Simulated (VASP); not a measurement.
# W (Im-3m) in VASP: a series of runs

Runs on W. Level: HSE06. Tasks: single point.

Program: VASP 6.6.1. These are calculated values, not measurements. Logs are shortened: lines on timing, memory, paths and dates and some standing lists are left out, and cuts for length are marked.

## 1. The cell of the first run

It takes space group Im-3m (No. 229, cubic). The conventional cell has a = 3.116 Å, b = 3.116 Å, c = 3.116 Å, α = 90.00°, β = 90.00°, γ = 90.00°. Within 3.6 Å of W (site symmetry m-3m) lie 14 W at 2.70 to 3.12 Å.

## 2. Single point, HSE06

The input, POSCAR:

```
W
1.0
   -1.5581304024      1.5581304024      1.5581304024
    1.5581304024     -1.5581304024      1.5581304024
    1.5581304024      1.5581304024     -1.5581304024
W
1
Direct
    0.0000000000      0.0000000000      0.0000000000
```

The input, INCAR.step1:

```
PREC     = Accurate       # precision mode
ENCUT    = 520            # plane-wave cutoff, eV
EDIFF    = 1E-5           # SCF threshold, eV
ISMEAR   = -1             # smearing method
SIGMA    = 0.1            # smearing width, eV
LREAL    = False          # projectors in reciprocal space
LASPH    = True           # aspherical terms in the spheres
NELM     = 80             # most SCF steps
ALGO     = Normal         # electronic algorithm
ISIF     = 2              # what is computed and relaxed
LWAVE    = True           # write WAVECAR
LCHARG   = False          # write CHGCAR
NBANDS   = 13             # bands
GGA      = PE             # functional
```

The input, INCAR.step2:

```
PREC     = Accurate       # precision mode
ENCUT    = 520            # plane-wave cutoff, eV
EDIFF    = 1E-6           # SCF threshold, eV
ISMEAR   = -1             # smearing method
SIGMA    = 0.1            # smearing width, eV
LREAL    = False          # projectors in reciprocal space
LASPH    = True           # aspherical terms in the spheres
NELM     = 80             # most SCF steps
ALGO     = Normal         # electronic algorithm
ISIF     = 2              # what is computed and relaxed
LWAVE    = False          # write WAVECAR
LCHARG   = False          # write CHGCAR
GGA      = PE             # functional
LHFCALC  = True           # exact exchange
HFSCREEN = 0.2079         # screening, 1/A
PRECFOCK = Normal       
NBANDS   = 13             # bands
ISTART   = 1
```

The input, KPOINTS:

```
regular mesh
0
Gamma
  6 6 6
```

Potentials or basis: VASP PAW PBE potentials, release 64 (W_sv).

Started as:

```
cat potpaw_PBE.64/W_sv/POTCAR > POTCAR
cp INCAR.step1 INCAR
mpirun -np 1 vasp_std > vasp.out
cp INCAR.step2 INCAR
mpirun -np 1 vasp_std > vasp.out
```

OUTCAR:

```text
PREC = Accurate
   ENCUT = 520
   EDIFF = 1E-6
   ISMEAR = -1
   LREAL = False
   LASPH = True
   NELM = 80
   ISIF = 2
   GGA = PE
   LHFCALC = True
   HFSCREEN = 0.2079
   PRECFOCK = Normal
   ISTART = 1

 ion  position               nearest neighbor table
   1  0.000  0.000  0.000-

  LATTYP: Found a body centered cubic cell.
 ALAT       =     3.1162608048

  Lattice vectors:

 A1 = (  -1.5581304024,   1.5581304024,   1.5581304024)
 A2 = (   1.5581304024,  -1.5581304024,   1.5581304024)
 A3 = (   1.5581304024,   1.5581304024,  -1.5581304024)

Analysis of symmetry for initial positions (statically):
=====================================================================
 Subroutine PRICEL returns:
 Original cell was already a primitive cell.

 Routine SETGRP: Setting up the symmetry group for a
 body centered cubic supercell.

 Subroutine GETGRP returns: Found 48 space group operations
 (whereof 48 operations were pure point group operations)
 out of a pool of 48 trial point group operations.

The static configuration has the point symmetry O_h .

Analysis of symmetry for dynamics (positions and initial velocities):
=====================================================================
 Subroutine PRICEL returns:
 Original cell was already a primitive cell.

 Routine SETGRP: Setting up the symmetry group for a
 body centered cubic supercell.

 Subroutine GETGRP returns: Found 48 space group operations
 (whereof 48 operations were pure point group operations)
 out of a pool of 48 trial point group operations.

The dynamic configuration has the point symmetry O_h .

 Subroutine INISYM returns: Found 48 space group operations
 (whereof 48 operations are pure point group operations),
 and found     1 'primitive' translations

----------------------------------------------------------------------------------------

                                     Primitive cell

  volume of cell :      15.1311

  direct lattice vectors                    reciprocal lattice vectors
    -1.558130402  1.558130402  1.558130402     0.000000000  0.320897403  0.320897403
     1.558130402 -1.558130402  1.558130402     0.320897403  0.000000000  0.320897403
     1.558130402  1.558130402 -1.558130402     0.320897403  0.320897403  0.000000000

  length of vectors
     2.698761022  2.698761022  2.698761022     0.453817460  0.453817460  0.453817460

  position of ions in fractional coordinates (direct lattice)
     0.000000000  0.000000000  0.000000000

  ion indices of the primitive-cell ions
   primitive index   ion index
                 1           1

----------------------------------------------------------------------------------------

 KPOINTS: regular mesh

Automatic generation of k-mesh.
 Grid dimensions read from file:
 generate k-points for:    6    6    6

 Generating k-lattice:

  Cartesian coordinates                     Fractional coordinates (reciprocal lattice)
     0.000000000  0.053482901  0.053482901     0.166666667  0.000000000  0.000000000
     0.053482901  0.000000000  0.053482901     0.000000000  0.166666667  0.000000000
     0.053482901  0.053482901  0.000000000     0.000000000  0.000000000  0.166666667

  Length of vectors
     0.075636243  0.075636243  0.075636243

  Shift w.r.t. Gamma in fractional coordinates (k-lattice)
     0.000000000  0.000000000  0.000000000

 Subroutine IBZKPT returns following result:
 ===========================================

 Found     16 irreducible k-points:

 Following reciprocal coordinates:
            Coordinates               Weight
  0.000000  0.000000  0.000000      1.000000
  0.166667  0.000000  0.000000     12.000000
  0.333333  0.000000  0.000000     12.000000
  0.500000  0.000000  0.000000      6.000000
  0.166667  0.166667  0.000000     24.000000
  0.333333  0.166667  0.000000     48.000000
[... 8 lines left out ...]
  0.500000  0.500000  0.333333     12.000000
  0.500000  0.500000  0.500000      1.000000
   k-points           NKPTS =     16   k-points in BZ     NKDIM =    216   number of bands    NBANDS=     13
   number of dos      NEDOS =    301   number of ions     NIONS =      1
   total plane-waves  NPLWV =   8000
   dimension x,y,z NGX =    20 NGY =   20 NGZ =   20
   dimension x,y,z NGXF=    40 NGYF=   40 NGZF=   40
   ions per type =               1
   NGX,Y,Z   is equivalent  to a cutoff of  12.32, 12.32, 12.32 a.u.
   NGXF,Y,Z  is equivalent  to a cutoff of  24.64, 24.64, 24.64 a.u.
 SYSTEM =  unknown system
   PREC   = accura    normal or accurate (medium, high low for compatibility)
   ISTART =      1    job   : 0-new  1-cont  2-samecut
   ICHARG =      0    charge: 1-file 2-atom 10-const
   ISPIN  =      1    spin polarized calculation?
   LNONCOLLINEAR =      F non collinear calculations
   LSORBIT =      F    spin-orbit coupling
   LASPH  =      T    aspherical Exc in radial PAW
   ENCUT  =  520.0 eV  38.22 Ry    6.18 a.u.   5.02  5.02  5.02*2*pi/ulx,y,z
   NELM   =     80;   NELMIN=  2; NELMDL=  0     # of ELM steps
   EDIFF  = 0.1E-05   stopping-criterion for ELM
   LREAL  =      F    real-space projection
   EDIFFG = 0.1E-04   stopping-criterion for IOM
   NSW    =      0    number of steps for IOM
   IBRION =     -1    ionic relax: 0-MD 1-quasi-New 2-CG
   NFREE  =      0    steps in history (QN), initial steepest desc. (CG)
   ISIF   =      2    stress and relaxation
   ISYM   =      3    0-nonsym 1-usesym 2-fastsym
   POTIM  = 0.5000    time-step for ionic-motion
   TEBEG  =    0.0;   TEEND  =   0.0 temperature during run
   PSTRESS=    0.0 pullay stress
   NELECT =      14.0000    total number of electrons
   NUPDOWN=      -1.0000    fix difference up-down
   EMIN   =  10.00;   EMAX   =-10.00  energy-range for DOS
   EFERMI =   0.00;   METHOD = LEGACY
   ISMEAR =    -1;   SIGMA  =   0.10  broadening in eV -4-tet -1-fermi 0-gaus
   EFERMI_NEDOS =   21; number of points for ismear=-14 and -15
   IALGO  =     38    algorithm
   IMIX   =      1    mixing-type and parameters
     AMIX     =   0.40;   BMIX     =  1.00
     AMIX_MAG =   1.60;   BMIX_MAG =  1.00
  volume/ion in A,a.u.               =      15.13       102.11
  Fermi-wavevector in a.u.,A,eV,Ry     =   1.595244  3.014574 34.624140  2.544803
  Thomas-Fermi vector in A             =   2.693193
   LORBIT       =      0    0 simple, 1 ext, 2 COOP (PROOUT), +10 PAW based schemes
   GGA     = PE    functional components
   LHFCALC =     T    Hartree Fock is set to
   PRECFOCK=normal    Normal, Fast or Accurate (Low or Medium for compatibility)
   ENCUT4O =  -1.0   cutoff for four orbital integrals eV
   NKREDX  =     1    reduce k-point grid by
   NKREDY  =     1    reduce k-point grid by
   NKREDZ  =     1    reduce k-point grid by
   AEXX    =    0.2500 exact exchange contribution
   HFSCREEN=    0.2079 screening length (either q_TF or 0.3 A-1)
   HFSCREENC=   0.2079 screening length for correlation (either q_TF or 0.3 A-1)
   ENCUTFOCK=  -1.0 apply spherical cutoff to Coloumb kernel
   IVDW    =     0    specifies the selected vdW correction
   LEPSILON=     F    determine dielectric tensor
   LRPA    =     F    only Hartree local field effects (RPA)
 non-spin polarized calculation
  energy-cutoff  :      520.00
  volume of cell :       15.13
 maximum number of plane-waves:       420
  NGX = 16; NGY = 16; NGZ = 16

 number of electron      14.0000002 magnetization

 Free energy of the ion-electron system (eV)
  ---------------------------------------------------
  ext. energy  EPLUGINS =         0.00000000
  ---------------------------------------------------
  free energy    TOTEN  =       -15.05135706 eV

  energy without entropy =      -15.04315452  energy(sigma->0) =      -15.04725579

 E-fermi :  12.1872     XC(G=0): -11.2987

 val. band max:       11.9339438590   @ k =   0.1667   0.0000   0.0000
 cond. band min:      12.5253863184   @ k =   0.5000   0.0000   0.0000
 fundamental gap:      0.5914424594
 Fermi energy:        12.1871827638

 k-point     1 :       0.0000    0.0000    0.0000
  band No.  band energies     occupation
      1     -66.2601      2.00000
      2     -28.1804      2.00000
      3     -28.1804      2.00000
      4     -28.1804      2.00000
      5       0.7897      2.00000
      6      10.3329      2.00000
      7      10.3329      2.00000
      8      10.3329      2.00000
      9      15.1095      0.00000
     10      15.1095      0.00000
     11      27.5193      0.00000
     12      27.5193      0.00000
     13      27.5193      0.00000

 k-point     2 :       0.1667    0.0000    0.0000
  band No.  band energies     occupation
      1     -66.2120      2.00000
      2     -28.6441      2.00000
      3     -28.3206      2.00000
      4     -28.1793      2.00000
      5       2.2444      2.00000
      6       9.4801      2.00000
      7      10.0042      2.00000
      8      11.9339      1.85276
      9      14.1800      0.00000
     10      15.1201      0.00000
     11      28.4517      0.00000
     12      29.9373      0.00000
     13      30.3822      0.00000

 k-point     3 :       0.3333    0.0000    0.0000
  band No.  band energies     occupation
      1     -66.1145      2.00000
      2     -29.5049      2.00000
      3     -28.5897      2.00000
      4     -28.1780      2.00000
      5       4.4112      2.00000
      6       8.1051      2.00000
      7      10.1426      2.00000
      8      14.7219      0.00000
      9      15.5757      0.00000
     10      16.0462      0.00000
     11      26.4230      0.00000
     12      28.0716      0.00000
     13      35.4318      0.00000
[... 177 lines left out ...]
 k-point    15 :       0.5000    0.5000    0.3333
  band No.  band energies     occupation
      1     -65.9584      2.00000
      2     -29.4871      2.00000
      3     -29.1932      2.00000
      4     -29.0702      2.00000
      5       5.8134      2.00000
      6       6.1745      2.00000
      7      13.6087      0.00000
      8      13.9141      0.00000
      9      18.4802      0.00000
     10      21.0931      0.00000
     11      23.2013      0.00000
     12      25.4386      0.00000
     13      33.8312      0.00000

 k-point    16 :       0.5000    0.5000    0.5000
  band No.  band energies     occupation
      1     -65.9226      2.00000
      2     -29.3422      2.00000
      3     -29.3422      2.00000
      4     -29.3422      2.00000
      5       4.9913      2.00000
      6       4.9913      2.00000
      7      18.2181      0.00000
      8      18.2181      0.00000
      9      18.2181      0.00000
     10      21.3118      0.00000
     11      21.3118      0.00000
     12      21.3118      0.00000
     13      30.4440      0.00000

------------------------ aborting loop because EDIFF is reached ----------------------------------------

  FORCE on cell =-STRESS in cart. coord.  units (eV):
  Direction    XX          YY          ZZ          XY          YZ          ZX
  --------------------------------------------------------------------------------------
  -------------------------------------------------------------------------------------
  Total        1.1978130      1.1978130      1.1978130      0.0000000      0.0000000     -0.0000000
  in kB      126.8318163    126.8318163    126.8318163      0.0000000      0.0000000     -0.0000000
  external PRESSURE =     126.8318163 kB  Pullay stress =       0.0000000 kB

 VOLUME and BASIS-vectors are now :
 -----------------------------------------------------------------------------
  energy-cutoff  :      520.00
  volume of cell :       15.13
      direct lattice vectors                 reciprocal lattice vectors
    -1.558130402  1.558130402  1.558130402     0.000000000  0.320897403  0.320897403
     1.558130402 -1.558130402  1.558130402     0.320897403  0.000000000  0.320897403
     1.558130402  1.558130402 -1.558130402     0.320897403  0.320897403  0.000000000

 POSITION                                       TOTAL-FORCE (eV/Angst)
 -----------------------------------------------------------------------------------
      0.00000      0.00000      0.00000        -0.000000     -0.000000      0.000000
 -----------------------------------------------------------------------------------
    total drift:                               -0.000000     -0.000000      0.000000

  FREE ENERGIE OF THE ION-ELECTRON SYSTEM (eV)
  ---------------------------------------------------
  free  energy   TOTEN  =       -15.0513570568 eV

  energy  without entropy=      -15.0431545201  energy(sigma->0) =      -15.04725579
```

Run time: 4.8 min. Hardware: 1 thread of Intel Xeon 6975P-C (Granite Rapids), shared host; peak memory 0.23 GiB.

Results:

```yaml
Free_energy: -15.0514 eV
Pressure: 12.7 GPa
Band_gap_on_the_k_mesh: zero (bands 7 and 8 overlap by 7.89 eV)
```

Caveat: the k points lie up to 0.48 Å⁻¹ apart, too coarse for converged energies and pressures of a metal; the PAW data sets were made with another functional, which shifts forces and pressure a little; spin-orbit coupling is left out, which moves the levels of the heavy elements.

## 3. Single point, HSE06

This run uses another cell than the first one, of 15.61 Å³/atom.

The input, POSCAR:

```
W
1.0
   -1.5743620956      1.5743620956      1.5743620956
    1.5743620956     -1.5743620956      1.5743620956
    1.5743620956      1.5743620956     -1.5743620956
W
1
Direct
    0.0000000000      0.0000000000      0.0000000000
```

The input, INCAR.step1:

```
  ALGO = Normal
  EDIFF = 1E-5
  ENCUT = 520
  GGA = PE
  ISIF = 2
  ISMEAR = -1
  LASPH = T
  LCHARG = F
  LREAL = F
  LWAVE = T
  NBANDS = 13
  NELM = 60
  PREC = Accurate
  SIGMA = 0.1
```

The input, INCAR.step2:

```
  ALGO = Normal
  EDIFF = 1E-6
  ENCUT = 520
  GGA = PE
  HFSCREEN = 0.2079
  ISIF = 2
  ISMEAR = -1
  ISTART = 1
  LASPH = T
  LCHARG = F
  LHFCALC = T
  LREAL = F
  LWAVE = F
  NBANDS = 13
  NELM = 60
  PREC = Accurate
  PRECFOCK = Normal
  SIGMA = 0.1
```

The input, KPOINTS:

```
k-points
0
Gamma
  6 6 6
```

Potentials or basis: VASP PAW PBE potentials, release 64 (W_sv).

Started as:

```
cat potpaw_PBE.64/W_sv/POTCAR > POTCAR
cp INCAR.step1 INCAR
mpirun -np 1 vasp_std > vasp.out
cp INCAR.step2 INCAR
mpirun -np 1 vasp_std > vasp.out
```

It took 5.1 min on 1 thread of Intel Xeon 6975P-C (Granite Rapids), shared host; peak memory 0.23 GiB.

It converged, with:

```yaml
Free_energy: -15.0722 eV
Pressure: 1.4 GPa
Band_gap_on_the_k_mesh: zero (bands 7 and 8 overlap by 7.57 eV)
```

Levels at points of the mesh, in eV from the Fermi level:
```
           k point  band 5  band 6  band 7  band 8  band 9  band 10
(0.00, 0.00, 0.00)  -11.20   -1.77   -1.77   -1.77    2.87     2.87
(0.50, 0.00, 0.00)   -7.47   -4.47    0.22    2.73    3.81     6.86
(0.50, 0.50, 0.50)   -6.89   -6.89    5.80    5.80    5.80     8.86
```

Caveat: the k points lie up to 0.47 Å⁻¹ apart, too coarse for converged energies and pressures of a metal; the PAW data sets were made with another functional, which shifts forces and pressure a little; spin-orbit coupling is left out, which moves the levels of the heavy elements.

## 4. Single point, HSE06

This run uses another cell than the first one, of 15.61 Å³/atom.

POSCAR is that of step 3.

The input, INCAR.step1:

```
SYSTEM = W
PREC = Accurate ; ENCUT = 520
EDIFF = 1E-5 ; ISMEAR = -1
SIGMA = 0.1 ; LREAL = .False.
LASPH = .True. ; NELM = 60
ALGO = Normal ; ISIF = 2
LWAVE = .True. ; LCHARG = .False.
GGA = PE ; NBANDS = 13
```

The input, INCAR.step2:

```
SYSTEM = W
PREC = Accurate ; ENCUT = 520
EDIFF = 1E-6 ; ISMEAR = -1
SIGMA = 0.1 ; LREAL = .False.
LASPH = .True. ; NELM = 60
ALGO = Normal ; ISIF = 2
LWAVE = .False. ; LCHARG = .False.
GGA = PE ; LHFCALC = .True.
HFSCREEN = 0.2079 ; PRECFOCK = Normal
ISTART = 1 ; NBANDS = 13
```

The input, KPOINTS:

```
Automatic mesh
0
Gamma
  6 6 6
  0 0 0
```

Started as:

```
cat potpaw_PBE.64/W_sv/POTCAR > POTCAR
cp INCAR.step1 INCAR
mpirun -np 1 vasp_std > vasp.out
cp INCAR.step2 INCAR
mpirun -np 1 vasp_std > vasp.out
```

Wall time 5 min (1 thread of Intel Xeon 6975P-C (Granite Rapids), shared host); peak memory 0.23 GiB.

The run converged. Its results:

- Free energy: -15.0722 eV
- Pressure: 1.4 GPa
- Band gap on the k mesh: zero (bands 7 and 8 overlap by 7.57 eV)

Levels at points of the mesh, in eV from the Fermi level:
```csv
k point,band 4,band 5,band 6,band 7,band 8,band 9,band 10,band 11
"(0.00, 0.00, 0.00)",-40.44,-11.20,-1.77,-1.77,-1.77,2.87,2.87,15.27
"(0.50, 0.00, 0.00)",-40.44,-7.47,-4.47,0.22,2.73,3.81,6.86,12.13
"(0.50, 0.50, 0.50)",-41.50,-6.89,-6.89,5.80,5.80,5.80,8.86,8.86
```

Caveat: the k points lie up to 0.47 Å⁻¹ apart, too coarse for converged energies and pressures of a metal; the PAW data sets were made with another functional, which shifts forces and pressure a little; spin-orbit coupling is left out, which moves the levels of the heavy elements.

The gap in the log of VASP goes by the Fermi energy; the results here count the filled bands.